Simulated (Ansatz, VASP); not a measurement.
Rh in VASP and in Ansatz

```xyz
4
Lattice="2.6548 0.0000 0.0000 -1.3274 2.2992 0.0000 0.0000 0.0000 8.6858" Properties=species:S:1:pos:R:3 pbc="T T T"
Rh    0.0000    0.0000    0.0000
Rh    0.0000    0.0000    4.3429
Rh    0.0000    1.5328    2.1715
Rh    1.3274    0.7664    6.5144
```

Alike in both runs: functional LDA; k mesh 10 × 10 × 3; no spin polarisation.

Ansatz relaxed the structure, and its values are those at the end. VASP's run is a single point on that final structure, the one shown.

|  | VASP | Ansatz |
| --- | --- | --- |
| version | VASP 6.6.1 | Ansatz 0.2.0 |
| potentials or method | VASP PAW LDA potentials, release 64 (Rh_pv), cutoff 520 eV | plane waves, PAW |
| occupations | fermi-dirac, width 0.1 eV | fermi-dirac |
| valence electrons in the cell | 60 | 68 |

Ansatz gave:

| Item | Value |
| --- | --- |
| pressure (GPa) | 0.0 |

**Question.** Which values does VASP return?

**Answer.** Pressure (GPa): 0.9.

LDA's correlation is that of Perdew and Zunger in VASP and of Perdew and Wang (1992) in Ansatz. VASP's potentials hold 60 valence electrons a cell and Ansatz's 68, so a difference there can come from the potentials and not from the codes.
